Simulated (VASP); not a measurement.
A run of VASP 6.6.1:

File POSCAR:

```
SnO
1.0
    3.2981563295      0.0000000000      0.0000000000
   -1.6490781648      2.8562871670      0.0000000000
    0.0000000000      0.0000000000      9.2163704110
Sn O
2 2
Direct
    0.3333333333      0.6666666667     -0.0066374703
    0.6666666667      0.3333333333      0.4933625297
    0.3333333333      0.6666666667      0.3816374703
    0.6666666667      0.3333333333      0.8816374703
```

File INCAR.step1:

```
SYSTEM = SnO
PREC     = Accurate       ! precision mode
ENCUT    = 520            ! plane-wave cutoff, eV
ISMEAR   = 0              ! smearing method
SIGMA    = 0.01           ! smearing width, eV
LREAL    = .False.        ! projectors in reciprocal space
LASPH    = .True.         ! aspherical terms in the spheres
NELM     = 60             ! most SCF steps
NBANDS   = 28             ! bands
GGA      = PE             ! functional
ALGO     = Normal         ! electronic algorithm
EDIFF    = 1E-4           ! SCF threshold, eV
LWAVE    = .True.         ! write WAVECAR
LCHARG   = .False.        ! write CHGCAR
```

The input INCAR.step2:

```
SYSTEM = SnO
PREC     = Accurate       ! precision mode
ENCUT    = 520            ! plane-wave cutoff, eV
EDIFF    = 1E-6           ! SCF threshold, eV
ISMEAR   = 0              ! smearing method
SIGMA    = 0.01           ! smearing width, eV
LREAL    = .False.        ! projectors in reciprocal space
LASPH    = .True.         ! aspherical terms in the spheres
NELM     = 60             ! most SCF steps
ALGO     = Normal         ! electronic algorithm
ISIF     = 2              ! what is computed and relaxed
LWAVE    = .False.        ! write WAVECAR
LCHARG   = .False.        ! write CHGCAR
METAGGA  = R2SCAN         ! meta-GGA
LMIXTAU  = .True.       
NBANDS   = 28             ! bands
ISTART   = 1
```

Contents of KPOINTS:

```
regular mesh
0
Gamma
  9 9 2
  0 0 0
```

Potentials or basis: VASP PAW PBE potentials, release 64 (Sn_d, O).

The run is started by

```bash
$ cat potpaw_PBE.64/Sn_d/POTCAR potpaw_PBE.64/O/POTCAR > POTCAR
$ cp INCAR.step1 INCAR
$ mpirun -np 1 vasp_std > vasp.out
$ cp INCAR.step2 INCAR
$ mpirun -np 1 vasp_std > vasp.out
```

Hardware: 1 thread of Intel(R) Xeon(R) 6975P-C (Granite Rapids), with other jobs on the host.

Task: Estimate the wall time of this run.

Result: Wall time 3.6 min on 1 thread of Intel(R) Xeon(R) 6975P-C (Granite Rapids), on a shared host, peak memory 0.26 GiB. Counts: k points 24.
